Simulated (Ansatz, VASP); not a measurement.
Cs in VASP and in Ansatz

Contents of INCAR:

```
SYSTEM = Cs
ALGO = Fast
EDIFF = 1E-6
ENCUT = 520
GGA = PE
ISIF = 2
ISMEAR = 0
LASPH = .TRUE.
LCHARG = .FALSE.
LREAL = .FALSE.
LWAVE = .FALSE.
NBANDS = 16
NELM = 100
PREC = Accurate
SIGMA = 0.1
```

The input KPOINTS:

```
k-points
0
G
  9 9 6
  0 0 0
```

POSCAR

```
Cs
1.0
    6.0070461671      0.0000000000      0.0000000000
   -3.0035230836      5.2022545825      0.0000000000
    0.0000000000      0.0000000000      9.1583022177
Cs
2
Direct
    0.3333333300      0.6666666700      0.2500000000
    0.6666666700      0.3333333300      0.7500000000
```

Input for Ansatz:

```yaml
crystal:
  lattice:
    - [6.0070461671, 0.0, 0.0]
    - [-3.0035230836, 5.2022545825, 0.0]
    - [0.0, 0.0, 9.1583022177]
  atoms:
    - { symbol: Cs, position: [0.33333333, 0.66666667, 0.25] }
    - { symbol: Cs, position: [0.66666667, 0.33333333, 0.75] }
basis:
  ecutwfc: 420
kpoints:
  mp_grid: { grid: [9, 9, 6] }
hamiltonian:
  xc: pbe
scf:
  occupations: { method: gaussian, width: 0.1 }
output:
  forces: true
  stress: true
  eigenvalues: true
```

Alike in both runs: task single point; functional PBE; k mesh 9 × 9 × 6; occupations gaussian, width 0.1 eV; no spin polarisation.

```csv
,VASP,Ansatz
version,VASP 6.6.1,Ansatz 0.2.0
potentials or method,"VASP PAW PBE potentials, release 64 (Cs_sv), cutoff 520 eV","scalar-relativistic, plane waves, PAW"
valence electrons in the cell,18,18
```

|  | VASP | Ansatz | Ansatz less VASP |
| --- | --- | --- | --- |
| gap on the k mesh at the Fermi level (eV) | none | none | - |
| pressure (GPa) | -0.3 | -0.3 | 0.00 |
| traceless stress, the component that is largest in VASP (GPa) | 0.06 | 0.06 | 0.000 |

A gap of «none» marks a metal or a gap that the smearing closes. The functional is the same, so the differences come from potentials, cutoffs and numerics.

Neither program's run includes spin-orbit coupling.
